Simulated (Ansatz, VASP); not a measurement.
**La in VASP and in Ansatz**

```
CELL_PARAMETERS angstrom
0.00000 3.33928 3.33928
3.33928 0.00000 3.33928
3.33928 3.33928 0.00000
ATOMIC_POSITIONS crystal
La 0.12500 0.12500 0.12500
La 0.87500 0.87500 0.87500
```

Alike in both runs: functional PBE; k mesh 8 × 8 × 8; occupations fermi-dirac, width 0.05 eV; collinear spin.

Ansatz relaxed the structure, and its values are those at the end. VASP's run is a single point on that final structure, the one shown.

```csv
,VASP,Ansatz
version,VASP 6.6.1,Ansatz 0.2.0
potentials or method,"VASP PAW PBE potentials, release 64 (La), cutoff 520 eV","plane waves (420 eV) with PAW, scalar-relativistic"
valence electrons in the cell,22,22
```

VASP gave:

| Property | Result |
| --- | --- |
| pressure (GPa) | -0.1 |
| net moment per atom (μB) | 0.00 |

Problem. Which values does Ansatz return?

Solution. Pressure (GPa): 0.0; net moment per atom (μB): 0.00.

Ansatz's warnings: seeded moment not kept.

Spin-orbit coupling is off throughout.
